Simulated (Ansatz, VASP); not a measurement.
W in VASP and in Ansatz

```xyz
1
Lattice="2.7618 0.0000 0.0000 -1.3809 2.3918 0.0000 0.0000 0.0000 2.5546" Properties=species:S:1:pos:R:3 pbc="T T T"
W     0.0000    0.0000    0.0000
```

Alike in both runs: functional PBEsol; k mesh 9 × 9 × 6; occupations gaussian, width 0.1 eV; no spin polarisation.

Ansatz relaxed the structure, and its values are those at the end. VASP's run is a single point on that final structure, the one shown.

|  | VASP | Ansatz |
| --- | --- | --- |
| version | VASP 6.6.1 | Ansatz 0.2.0 |
| potentials or method | VASP PAW PBE potentials, release 64 (W_sv), cutoff 520 eV | scalar-relativistic, plane waves, PAW |
| valence electrons in the cell | 14 | 14 |

|  | VASP | Ansatz | Ansatz less VASP |
| --- | --- | --- | --- |
| gap on the k mesh at the Fermi level (eV) | none | none | - |
| pressure (GPa) | 0.6 | 0.0 | -0.61 |

VASP's potentials were made for PBE, not for PBEsol. A gap of «none» marks a metal or a gap that the smearing closes. The functional is the same, so the differences come from potentials, cutoffs and numerics.

The k mesh is coarse, so the values compare programs but aren't converged. Neither program's run includes spin-orbit coupling.
